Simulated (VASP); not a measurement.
Runs of VASP 6.6.1 on W. The structure is that of space group Fm-3m (No. 225), or close to it. The cells are those of the table. 

| task | cell | gap on the mesh (eV) | pressure (GPa) |
| --- | --- | --- | --- |
| electric field gradients | a = 2.860, b = 2.860, c = 2.893 Å, angles 59.6, 59.6, 60.7°, 1 atom | none | (a) |
| electric field gradients | a = 2.914, b = 2.914, c = 2.871 Å, angles 60.5, 60.5, 59.0°, 1 atom | none | -11.7 |
| electric field gradients | a = 2.828, b = 2.828, c = 2.785 Å, angles 60.5, 60.5, 59.0°, 1 atom | none | (b) |
| single point | a = 2.857, b = 2.857, c = 2.842 Å, angles 60.2, 60.2, 59.7°, 1 atom | none | 1.4 |
| electric field gradients | a = 2.909 Å, angles 60.0°, 1 atom | none | -13.9 |

Alike in all rows: level PBE; potentials or basis VASP PAW PBE potentials, release 64 (W_sv); no spin polarisation; k mesh 14 × 14 × 14; cutoff (eV) 520; smearing fermi-dirac 0.05 eV.

Problem. Fill in the values left out.

Solution. (a) -4.3; (b) 14.4.

Caveats: spin-orbit coupling is left out, which moves the levels of the heavy elements.

A k mesh can miss the band edges, and the runs leave out spin-orbit coupling on W.

A gap of «none» marks levels without a gap at the run's occupations.
